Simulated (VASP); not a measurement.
# GaN (Fm-3m) in VASP: further runs, part 2 of 2

VASP 6.6.1. The steps go on from the part before.

### 3 Single point, PBE

Input file INCAR:

```
SYSTEM = GaN
PREC     = Accurate       ! precision mode
ENCUT    = 520            ! plane-wave cutoff, eV
EDIFF    = 1E-6           ! SCF threshold, eV
ISMEAR   = -1             ! smearing method
SIGMA    = 0.02           ! smearing width, eV
LREAL    = .FALSE.        ! projectors in reciprocal space
LASPH    = .TRUE.         ! aspherical terms in the spheres
NELM     = 100            ! most SCF steps
ALGO     = Normal         ! electronic algorithm
ISIF     = 2              ! what is computed and relaxed
LWAVE    = .FALSE.        ! write WAVECAR
LCHARG   = .FALSE.        ! write CHGCAR
GGA      = PE             ! functional
NBANDS   = 16             ! bands
```

Input file KPOINTS:

```
Automatic mesh
0
G
  10 10 10
  0 0 0
```

Input file POSCAR:

```
GaN
1.0
    0.0000000000      1.9925000000      1.9925000000
    1.9925000000      0.0000000000      1.9925000000
    1.9925000000      1.9925000000      0.0000000000
Ga N
1 1
Direct
    0.5000000000      0.5000000000      0.5000000000
    0.0000000000      0.0000000000      0.0000000000
```

Potentials or basis: VASP PAW PBE potentials, release 64 (Ga_d, N).

Command:

```sh
cat potpaw_PBE.64/Ga_d/POTCAR potpaw_PBE.64/N/POTCAR > POTCAR
mpirun -np 1 vasp_std > vasp.out
```

OUTCAR:

```text
SYSTEM = GaN
   PREC = Accurate
   ENCUT = 520
   EDIFF = 1E-6
   ISMEAR = -1
   LREAL = .FALSE.
   LASPH = .TRUE.
   NELM = 100
   ISIF = 2
   GGA = PE

 ion  position               nearest neighbor table
   1  0.500  0.500  0.500-   2 1.99   2 1.99   2 1.99   2 1.99   2 1.99   2 1.99
   2  0.000  0.000  0.000-   1 1.99   1 1.99   1 1.99   1 1.99   1 1.99   1 1.99

  LATTYP: Found a face centered cubic cell.
 ALAT       =     3.9850000000

  Lattice vectors:

 A1 = (   0.0000000000,   1.9925000000,   1.9925000000)
 A2 = (   1.9925000000,   0.0000000000,   1.9925000000)
 A3 = (   1.9925000000,   1.9925000000,   0.0000000000)

Analysis of symmetry for initial positions (statically):
=====================================================================
 Subroutine PRICEL returns:
 Original cell was already a primitive cell.

 Routine SETGRP: Setting up the symmetry group for a
 face centered cubic supercell.

 Subroutine GETGRP returns: Found 48 space group operations
 (whereof 48 operations were pure point group operations)
 out of a pool of 48 trial point group operations.

The static configuration has the point symmetry O_h .

Analysis of symmetry for dynamics (positions and initial velocities):
=====================================================================
 Subroutine PRICEL returns:
 Original cell was already a primitive cell.

 Routine SETGRP: Setting up the symmetry group for a
 face centered cubic supercell.

 Subroutine GETGRP returns: Found 48 space group operations
 (whereof 48 operations were pure point group operations)
 out of a pool of 48 trial point group operations.

The dynamic configuration has the point symmetry O_h .

 Subroutine INISYM returns: Found 48 space group operations
 (whereof 48 operations are pure point group operations),
 and found     1 'primitive' translations

----------------------------------------------------------------------------------------

[... 111 lines left out ...]
     AMIX     =   0.40;   BMIX     =  1.00
     AMIX_MAG =   1.60;   BMIX_MAG =  1.00
  volume/ion in A,a.u.               =       7.91        53.38
  Fermi-wavevector in a.u.,A,eV,Ry     =   1.709060  3.229655 39.741073  2.920886
  Thomas-Fermi vector in A             =   2.787614
   LORBIT       =      0    0 simple, 1 ext, 2 COOP (PROOUT), +10 PAW based schemes
   GGA     = PE    functional components
   LHFCALC =     F    Hartree Fock is set to
   AEXX    =    0.0000 exact exchange contribution
   IVDW    =     0    specifies the selected vdW correction
   LEPSILON=     F    determine dielectric tensor
   LRPA    =     F    only Hartree local field effects (RPA)
 non-spin polarized calculation
  energy-cutoff  :      520.00
  volume of cell :       15.82
 maximum number of plane-waves:       444
 NGX is ok and might be reduce to    24
   NGX = 11   NGY = 11   NGZ = 11

 number of electron      17.9999999 magnetization

 Free energy of the ion-electron system (eV)
  ---------------------------------------------------
  ext. energy  EPLUGINS =         0.00000000
  ---------------------------------------------------
  free energy    TOTEN  =       -10.53586129 eV

  energy without entropy =      -10.53586129  energy(sigma->0) =      -10.53586129

 E-fermi :  10.7334     XC(G=0): -14.1206

 val. band max:       10.2905505575   @ k =  -0.2000   0.2000   0.0000
 cond. band min:      12.1124863720   @ k =   0.5000   0.5000   0.0000
 fundamental gap:      1.8219358145
 Fermi energy:        10.7333934511

 k-point     1 :       0.0000    0.0000    0.0000
  band No.  band energies     occupation
      1      -8.9406      2.00000
      2      -3.6887      2.00000
      3      -3.6887      2.00000
      4      -3.6887      2.00000
      5      -3.5393      2.00000
      6      -3.5393      2.00000
[... 433 lines left out ...]
      3      -3.4892      2.00000
      4      -3.4464      2.00000
      5      -3.3148      2.00000
      6      -2.7264      2.00000
[... 8 lines left out ...]
     15      37.5913      0.00000
     16      39.5658      0.00000

 [... further k-points ...]

------------------------ aborting loop because EDIFF is reached ----------------------------------------

  FORCE on cell =-STRESS in cart. coord.  units (eV):
  Direction    XX          YY          ZZ          XY          YZ          ZX
  --------------------------------------------------------------------------------------
  -------------------------------------------------------------------------------------
  Total        6.9358250      6.9358250      6.9358250     -0.0000000     -0.0000000      0.0000000
  in kB      702.3987396    702.3987396    702.3987396     -0.0000000     -0.0000000      0.0000000
  external PRESSURE =     702.3987396 kB  Pullay stress =       0.0000000 kB

 VOLUME and BASIS-vectors are now :
 -----------------------------------------------------------------------------
  energy-cutoff  :      520.00
  volume of cell :       15.82
      direct lattice vectors                 reciprocal lattice vectors
     0.000000000  1.992500000  1.992500000    -0.250941029  0.250941029  0.250941029
     1.992500000  0.000000000  1.992500000     0.250941029 -0.250941029  0.250941029
     1.992500000  1.992500000  0.000000000     0.250941029  0.250941029 -0.250941029

 POSITION                                       TOTAL-FORCE (eV/Angst)
 -----------------------------------------------------------------------------------
      1.99250      1.99250      1.99250         0.000000     -0.000000      0.000000
      0.00000      0.00000      0.00000        -0.000000      0.000000     -0.000000
 -----------------------------------------------------------------------------------
    total drift:                                0.000000     -0.000000      0.000000

  FREE ENERGIE OF THE ION-ELECTRON SYSTEM (eV)
  ---------------------------------------------------
  free  energy   TOTEN  =       -10.5358612899 eV

  energy  without entropy=      -10.5358612898  energy(sigma->0) =      -10.53586129
```

OSZICAR:

```text
N       E                     dE             d eps       ncg     rms          rms(c)
DAV:   1     0.765379952852E+02    0.76538E+02   -0.89420E+03  1664   0.228E+03
DAV:   2    -0.833252005584E+01   -0.84871E+02   -0.79564E+02  1712   0.338E+02
DAV:   3    -0.125769278370E+02   -0.42444E+01   -0.42293E+01  1688   0.638E+01
DAV:   4    -0.126141084294E+02   -0.37181E-01   -0.37177E-01  1880   0.613E+00
DAV:   5    -0.126144487819E+02   -0.34035E-03   -0.34035E-03  1768   0.548E-01    0.799E+00
DAV:   6    -0.105695485264E+02    0.20449E+01   -0.40229E+00  2160   0.469E+01    0.253E+00
DAV:   7    -0.105509124546E+02    0.18636E-01   -0.34938E-01  1736   0.565E+00    0.168E+00
DAV:   8    -0.105378746844E+02    0.13038E-01   -0.26241E-02  1976   0.325E+00    0.370E-01
DAV:   9    -0.105359075602E+02    0.19671E-02   -0.72964E-03  2000   0.288E+00    0.904E-02
DAV:  10    -0.105358626982E+02    0.44862E-04   -0.35031E-04  1624   0.230E-01    0.461E-02
DAV:  11    -0.105358602533E+02    0.24449E-05   -0.10343E-04  1848   0.176E-01    0.264E-02
DAV:  12    -0.105358614430E+02   -0.11897E-05   -0.70891E-06  1656   0.279E-02    0.107E-02
DAV:  13    -0.105358612899E+02    0.15313E-06   -0.11984E-07  1152   0.575E-03
   1 F= -.10535861E+02 E0= -.10535861E+02  d E =-.423036E-11
```

stdout:

```text
POSCAR found type information on POSCAR GaN
 POSCAR found :  2 types and       2 ions
 scaLAPACK will be used
 LDA part: xc-table for (Slater+PW92), standard interpolation
 POSCAR, INCAR and KPOINTS ok, starting setup
 FFT: planning ... GRIDC
 FFT: planning ... GRID_SOFT
 FFT: planning ... GRID
 WAVECAR not read
 entering main loop
```

Wall time 6.7 s (1 thread of Intel Xeon 6975P-C (Granite Rapids), shared host); peak memory 0.14 GiB.

Results:

```
Free energy            : -10.5359 eV
Pressure               : 70.2 GPa
Band gap on the k mesh : 1.82 eV, indirect (least direct gap 5.21 eV)
```

A k mesh can miss the band edges. A hybrid or GW would open this gap; PBE tends to underestimate it.

### 4 Single point, PBE

Input file INCAR:

```
ALGO = Normal ; EDIFF = 1E-7
ENCUT = 520 ; GGA = PE
ISIF = 2 ; ISMEAR = -1
LASPH = T ; LCHARG = F
LREAL = F ; LWAVE = F
NBANDS = 16 ; NELM = 60
PREC = Accurate ; SIGMA = 0.02
```

Input file KPOINTS:

```
k-points
0
Gamma
  18 18 18
```

POSCAR is that of step 3.

Command:

```sh
cat potpaw_PBE.64/Ga_d/POTCAR potpaw_PBE.64/N/POTCAR > POTCAR
mpirun -np 1 vasp_std > vasp.out
```

Wall time 21 s (1 thread of Intel Xeon 6975P-C (Granite Rapids), shared host); peak memory 0.17 GiB.

The run converged. Its results:

* Free energy: -10.5360 eV
* Pressure: 70.3 GPa
* Band gap on the k mesh: 1.81 eV, indirect (least direct gap 5.21 eV)

Levels at points of the mesh, in eV from the valence-band top:
```csv
k point,band 5,band 6,band 7,band 8,band 9,band 10,band 11,band 12,band 13,band 14
"(0.00, 0.00, 0.00)",-13.84,-13.84,-0.75,-0.75,-0.75,4.46,15.81,15.81,15.81,16.68
"(0.50, 0.00, 0.00)",-13.63,-13.63,-9.15,-0.14,-0.14,5.47,10.15,10.15,11.93,18.17
"(0.50, 0.50, 0.00)",-13.54,-10.51,-8.61,-3.77,-3.77,1.81,8.04,13.79,16.95,16.95
```

### 5 Overview

| k mesh | gap on the mesh (eV) | pressure (GPa) |
| --- | --- | --- |
| 6 × 6 × 6 | 1.80 | 70.0 |
| 10 × 10 × 10 | 1.82 | 70.2 |
| 18 × 18 × 18 | 1.81 | 70.3 |

Alike in all rows: task single point; level PBE; potentials or basis VASP PAW PBE potentials, release 64 (Ga_d, N); no spin polarisation; cell as given; cutoff (eV) 520; smearing fermi-dirac 0.02 eV.

Caveats: some runs use coarse meshes.

Total energies depend on the potentials used, so only differences within one code and one set of settings carry meaning.
